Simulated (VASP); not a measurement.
# ZrNi (Cmcm) in VASP: further runs

Runs on ZrNi. Level: LDA. Tasks: single point.

All numbers are computed with VASP 6.6.1; they aren't measurements. Logs are shortened: lines on timing, memory, paths and dates and some standing lists are left out, and cuts for length are marked.

## 1. The cell of the first run

Symmetry: Cmcm, No. 63, orthorhombic system. The conventional cell has a = 3.268 Å, b = 9.937 Å, c = 4.101 Å, α = 90.00°, β = 90.00°, γ = 90.00°. Within 3.5 Å of Zr (site symmetry m2m) lie 7 Ni at 2.68 to 2.77 Å and 8 Zr at 3.27 to 3.44 Å. Ni (site symmetry m2m) has 4 Ni at 2.62 to 3.27 Å and 7 Zr at 2.68 to 2.77 Å within 3.5 Å.

## 2. Single point, LDA, collinear spin, ferromagnetic start

The input, INCAR:

```
ALGO = Normal ; EDIFF = 1E-6
ENCUT = 520 ; GGA = CA
ISIF = 2 ; ISMEAR = -1
ISPIN = 2 ; LASPH = T
LCHARG = F ; LMAXMIX = 4
LORBIT = 11 ; LREAL = F
LWAVE = F ; MAGMOM = 0 0 1.2 1.2
NBANDS = 34 ; NELM = 150
NUPDOWN = 2.4 ; PREC = Accurate
SIGMA = 0.08
```

The input, KPOINTS:

```
k-points
0
Gamma
  8 8 6
```

The input, POSCAR:

```
ZrNi
1.0
    1.6340000000     -4.9685000000      0.0000000000
    1.6340000000      4.9685000000      0.0000000000
    0.0000000000      0.0000000000      4.1010000000
Zr Ni
2 2
Direct
    0.6391000000      0.3609000000      0.2500000000
    0.3609000000      0.6391000000      0.7500000000
    0.9183000000      0.0817000000      0.2500000000
    0.0817000000      0.9183000000      0.7500000000
```

Potentials or basis: VASP PAW LDA potentials, release 64 (Zr_sv, Ni).

Launch:

```
> cat potpaw_LDA.64/Zr_sv/POTCAR potpaw_LDA.64/Ni/POTCAR > POTCAR
> mpirun -np 1 vasp_std > vasp.out
```

OUTCAR:

```text
EDIFF = 1E-6
   ENCUT = 520
   GGA = CA
   ISIF = 2
   ISMEAR = -1
   ISPIN = 2
   LASPH = T
   LORBIT = 11
   LREAL = F
   NELM = 150
   NUPDOWN = 2.4
   PREC = Accurate

 ion  position               nearest neighbor table
   1  0.639  0.361  0.250-   4 2.68   4 2.68   4 2.68   4 2.68   3 2.74   3 2.74   3 2.77   2 3.43
                             2 3.43   2 3.43   2 3.43   2 3.44   2 3.44
   2  0.361  0.639  0.750-   3 2.68   3 2.68   3 2.68   3 2.68   4 2.74   4 2.74   4 2.77   1 3.43
                             1 3.43   1 3.43   1 3.43   1 3.44   1 3.44
   3  0.918  0.082  0.250-   4 2.62   4 2.62   2 2.68   2 2.68   2 2.68   2 2.68   1 2.74   1 2.74
                             1 2.77
   4  0.082  0.918  0.750-   3 2.62   3 2.62   1 2.68   1 2.68   1 2.68   1 2.68   2 2.74   2 2.74
                             2 2.77

  LATTYP: Found a base centered orthorhombic cell.
 ALAT       =     3.2680000000
 B/A-ratio  =     3.0406976744
 C/A-ratio  =     1.2548959608

  Lattice vectors:

 A1 = (   1.6340000000,  -4.9685000000,   0.0000000000)
 A2 = (   1.6340000000,   4.9685000000,   0.0000000000)
 A3 = (   0.0000000000,   0.0000000000,   4.1010000000)

Analysis of symmetry for initial positions (statically):
=====================================================================
 Subroutine PRICEL returns:
 Original cell was already a primitive cell.

 Routine SETGRP: Setting up the symmetry group for a
 base centered orthorhombic supercell.

 Subroutine GETGRP returns: Found  8 space group operations
 (whereof  4 operations were pure point group operations)
 out of a pool of  8 trial point group operations.

The static configuration has the point symmetry C_2h.
 The point group associated with its full space group is D_2h.

Analysis of symmetry for dynamics (positions and initial velocities):
=====================================================================
 Subroutine PRICEL returns:
 Original cell was already a primitive cell.

 Routine SETGRP: Setting up the symmetry group for a
 base centered orthorhombic supercell.

 Subroutine GETGRP returns: Found  8 space group operations
 (whereof  4 operations were pure point group operations)
 out of a pool of  8 trial point group operations.

The dynamic configuration has the point symmetry C_2h.
 The point group associated with its full space group is D_2h.

Analysis of structural, dynamic, and magnetic symmetry:
=====================================================================
 Subroutine PRICEL returns:
 Original cell was already a primitive cell.

 Routine SETGRP: Setting up the symmetry group for a
 base centered orthorhombic supercell.

 Subroutine GETGRP returns: Found  8 space group operations
 (whereof  4 operations were pure point group operations)
 out of a pool of  8 trial point group operations.

The overall configuration has the point symmetry C_2h.
 The point group associated with its full space group is D_2h.

 Subroutine INISYM returns: Found  8 space group operations
 (whereof  4 operations are pure point group operations),
 and found     1 'primitive' translations

----------------------------------------------------------------------------------------

                                     Primitive cell

  volume of cell :      66.5882

  direct lattice vectors                    reciprocal lattice vectors
     1.634000000 -4.968500000  0.000000000     0.305997552 -0.100633994  0.000000000
     1.634000000  4.968500000  0.000000000     0.305997552  0.100633994  0.000000000
     0.000000000  0.000000000  4.101000000     0.000000000  0.000000000  0.243842965

  length of vectors
     5.230291412  5.230291412  4.101000000     0.322120634  0.322120634  0.243842965

  position of ions in fractional coordinates (direct lattice)
     0.639100000  0.360900000  0.250000000
     0.360900000  0.639100000  0.750000000
     0.918300000  0.081700000  0.250000000
     0.081700000  0.918300000  0.750000000

  ion indices of the primitive-cell ions
   primitive index   ion index
                 1           1
[... 23 lines left out ...]
     0.000000000  0.000000000  0.000000000

 Subroutine IBZKPT returns following result:
 ===========================================

 Found     84 irreducible k-points:

 Following reciprocal coordinates:
            Coordinates               Weight
  0.000000  0.000000  0.000000      1.000000
  0.125000  0.000000  0.000000      4.000000
  0.250000  0.000000  0.000000      4.000000
  0.375000  0.000000  0.000000      4.000000
  0.500000  0.000000  0.000000      2.000000
  0.125000  0.125000  0.000000      2.000000
[... 16 lines left out ...]
  0.125000  0.000000  0.166667      8.000000
  0.250000  0.000000  0.166667      8.000000
 [... further k-points ...]
   k-points           NKPTS =     84   k-points in BZ     NKDIM =     84   number of bands    NBANDS=     34
   number of dos      NEDOS =    301   number of ions     NIONS =      4
   total plane-waves  NPLWV =  51200
   dimension x,y,z NGX =    40 NGY =   40 NGZ =   32
   dimension x,y,z NGXF=    80 NGYF=   80 NGZF=   64
   ions per type =               2   2
   NGX,Y,Z   is equivalent  to a cutoff of  12.71, 12.71, 12.97 a.u.
   NGXF,Y,Z  is equivalent  to a cutoff of  25.43, 25.43, 25.94 a.u.
 SYSTEM =  unknown system
   PREC   = accura    normal or accurate (medium, high low for compatibility)
   ISTART =      0    job   : 0-new  1-cont  2-samecut
   ICHARG =      2    charge: 1-file 2-atom 10-const
   ISPIN  =      2    spin polarized calculation?
   LNONCOLLINEAR =      F non collinear calculations
   LSORBIT =      F    spin-orbit coupling
   LASPH  =      T    aspherical Exc in radial PAW
   ENCUT  =  520.0 eV  38.22 Ry    6.18 a.u.   9.72  9.72  7.63*2*pi/ulx,y,z
   NELM   =    150;   NELMIN=  2; NELMDL= -5     # of ELM steps
   EDIFF  = 0.1E-05   stopping-criterion for ELM
   LREAL  =      F    real-space projection
   EDIFFG = 0.1E-04   stopping-criterion for IOM
   NSW    =      0    number of steps for IOM
   IBRION =     -1    ionic relax: 0-MD 1-quasi-New 2-CG
   NFREE  =      0    steps in history (QN), initial steepest desc. (CG)
   ISIF   =      2    stress and relaxation
   ISYM   =      2    0-nonsym 1-usesym 2-fastsym
   POTIM  = 0.5000    time-step for ionic-motion
   TEBEG  =    0.0;   TEEND  =   0.0 temperature during run
   PSTRESS=    0.0 pullay stress
   NELECT =      44.0000    total number of electrons
   NUPDOWN=       2.4000    fix difference up-down
   EMIN   =  10.00;   EMAX   =-10.00  energy-range for DOS
   EFERMI =   0.00;   METHOD = LEGACY
   ISMEAR =    -1;   SIGMA  =   0.08  broadening in eV -4-tet -1-fermi 0-gaus
   EFERMI_NEDOS =   21; number of points for ismear=-14 and -15
   IALGO  =     38    algorithm
   IMIX   =      4    mixing-type and parameters
     AMIX     =   0.40;   BMIX     =  1.00
     AMIX_MAG =   1.60;   BMIX_MAG =  1.00
  volume/ion in A,a.u.               =      16.65       112.34
  Fermi-wavevector in a.u.,A,eV,Ry     =   1.425914  2.694587 27.663786  2.033231
  Thomas-Fermi vector in A             =   2.546247
   LORBIT       =     11    0 simple, 1 ext, 2 COOP (PROOUT), +10 PAW based schemes
   GGA     = CA    functional components
   LHFCALC =     F    Hartree Fock is set to
   AEXX    =    0.0000 exact exchange contribution
   IVDW    =     0    specifies the selected vdW correction
   LEPSILON=     F    determine dielectric tensor
   LRPA    =     F    only Hartree local field effects (RPA)
 spin polarized calculation
  energy-cutoff  :      520.00
  volume of cell :       66.59
 maximum number of plane-waves:      1812
   NGX = 19   NGY = 19   NGZ = 15

 number of electron      44.0000001 magnetization       2.4000000

 Free energy of the ion-electron system (eV)
  ---------------------------------------------------
  ext. energy  EPLUGINS =         0.00000000
  ---------------------------------------------------
  free energy    TOTEN  =       -33.02387749 eV

  energy without entropy =      -32.94367216  energy(sigma->0) =      -32.98377482

 E-fermi :   8.6673     XC(G=0): -12.1519

 val. band max:        9.6225820882   @ k =   0.1250   0.1250   0.3333
 cond. band min:       8.6718284944   @ k =  -0.2500   0.1250   0.5000
 fundamental gap:     -0.9507535938
 Fermi energy:         9.6263401051

 spin component 1

 k-point     1 :       0.0000    0.0000    0.0000
  band No.  band energies     occupation
      1     -39.3964      1.00000
      2     -39.3316      1.00000
      3     -17.7834      1.00000
      4     -17.6960      1.00000
      5     -17.4479      1.00000
      6     -17.4047      1.00000
[... 877 lines left out ...]
     33      17.7120      0.00000
     34      17.9556      0.00000

 [... further k-points ...]

 spin component 2

 k-point     1 :       0.0000    0.0000    0.0000
  band No.  band energies     occupation
      1     -39.1460      1.00000
      2     -39.0824      1.00000
      3     -17.4837      1.00000
      4     -17.4243      1.00000
      5     -17.1810      1.00000
      6     -17.1117      1.00000
[... 877 lines left out ...]
     33      18.0500      0.00000
     34      18.3061      0.00000

 [... further k-points ...]

------------------------ aborting loop because EDIFF is reached ----------------------------------------

  FORCE on cell =-STRESS in cart. coord.  units (eV):
  Direction    XX          YY          ZZ          XY          YZ          ZX
  --------------------------------------------------------------------------------------
  -------------------------------------------------------------------------------------
  Total       -2.0670306     -3.0944694     -3.3622172      0.0000000     -0.0000000      0.0000000
  in kB      -49.7347999    -74.4559943    -80.8982695      0.0000000     -0.0000000      0.0000000
  external PRESSURE =     -68.3630212 kB  Pullay stress =       0.0000000 kB

 VOLUME and BASIS-vectors are now :
 -----------------------------------------------------------------------------
  energy-cutoff  :      520.00
  volume of cell :       66.59
      direct lattice vectors                 reciprocal lattice vectors
     1.634000000 -4.968500000  0.000000000     0.305997552 -0.100633994  0.000000000
     1.634000000  4.968500000  0.000000000     0.305997552  0.100633994  0.000000000
     0.000000000  0.000000000  4.101000000     0.000000000  0.000000000  0.243842965

 POSITION                                       TOTAL-FORCE (eV/Angst)
 -----------------------------------------------------------------------------------
      1.63400     -1.38224      1.02525         0.000000     -0.135815      0.000000
      1.63400      1.38224      3.07575         0.000000      0.135815      0.000000
      1.63400     -4.15665      1.02525         0.000000     -0.355646     -0.000000
      1.63400      4.15665      3.07575         0.000000      0.355646     -0.000000
 -----------------------------------------------------------------------------------
    total drift:                               -0.000000     -0.000000      0.000000

  FREE ENERGIE OF THE ION-ELECTRON SYSTEM (eV)
  ---------------------------------------------------
  free  energy   TOTEN  =       -33.0238774888 eV

  energy  without entropy=      -32.9436721553  energy(sigma->0) =      -32.98377482

 total charge

# of ion       s       p       d       tot
------------------------------------------
    1        2.219   5.982   1.609   9.809
    2        2.219   5.982   1.609   9.809
    3        0.599   0.439   8.358   9.395
    4        0.599   0.439   8.358   9.395
--------------------------------------------------
tot          5.635  12.842  19.933  38.410

 magnetization (x)

# of ion       s       p       d       tot
------------------------------------------
    1        0.009   0.029   0.404   0.442
    2        0.009   0.029   0.404   0.442
    3        0.015   0.105   0.284   0.404
    4        0.015   0.105   0.284   0.404
--------------------------------------------------
tot          0.048   0.268   1.376   1.692
```

Wall time 9.1 min (1 thread of Intel Xeon 8259CL, shared host); peak memory 0.4 GiB.

Results:

| Item | Value |
| --- | --- |
| Free energy | -33.0239 eV |
| Pressure | -6.8 GPa |
| Largest force | 0.356 eV/Å |
| Net moment | 2.40 μB per cell |
| Site moments | Zr +0.44; Ni +0.40 μB |
| Valence electrons inside the program's atomic spheres | Zr 9.81; Ni 9.39 |

Forces on the atoms (eV/Å):
```
Zr   0.000 -0.136  0.000
Zr   0.000  0.136  0.000
Ni   0.000 -0.356  0.000
Ni   0.000  0.356  0.000
```

Stress tensor (GPa, compression positive):
```
-4.97  0.00  0.00
 0.00 -7.45  0.00
 0.00  0.00 -8.09
```

Caveat: the cell stands under tension; the total moment is fixed, so each spin has its own Fermi level and the state may be an excited one.

## 3. Single point, LDA, collinear spin, ferromagnetic start

The input, INCAR:

```
SYSTEM = ZrNi
PREC = Accurate
ENCUT = 520
EDIFF = 1E-7
ISMEAR = -1
SIGMA = 0.08
LREAL = .False.
LASPH = .True.
NELM = 150
ALGO = Normal
ISIF = 2
LWAVE = .False.
LCHARG = .False.
ISPIN = 2
MAGMOM = 0 0 0.5 0.5
LORBIT = 11
NUPDOWN = 1.0
LMAXMIX = 4
NBANDS = 34
```

The input, KPOINTS:

```
Automatic mesh
0
Gamma
  8 8 6
  0 0 0
```

POSCAR is that of step 2.

Potentials or basis: VASP PAW LDA potentials, release 64 (Zr_sv, Ni).

Launch:

```
> cat potpaw_LDA.64/Zr_sv/POTCAR potpaw_LDA.64/Ni/POTCAR > POTCAR
> mpirun -np 1 vasp_std > vasp.out
```

Wall time 15 min (1 thread of Intel Xeon 8259CL, shared host); peak memory 0.39 GiB.

It converged, with:

| Property | Result |
| --- | --- |
| Free energy | -33.5109 eV |
| Pressure | -8.2 GPa |
| Largest force | 0.147 eV/Å |
| Net moment | 1.00 μB per cell |
| Site moments | Zr +0.19; Ni +0.15 μB |
| Valence electrons inside the program's atomic spheres | Zr 9.80; Ni 9.40 |

Forces in eV/Å, atoms in the order of the input:
```
Zr   0.000  0.063  0.000
Zr   0.000 -0.063  0.000
Ni   0.000 -0.147  0.000
Ni   0.000  0.147  0.000
```

Stress tensor (GPa, compression positive):
```
-6.75  0.00  0.00
 0.00 -8.64  0.00
 0.00  0.00 -9.09
```

Caveat: the cell stands under tension; the total moment is fixed, so each spin has its own Fermi level and the state may be an excited one.
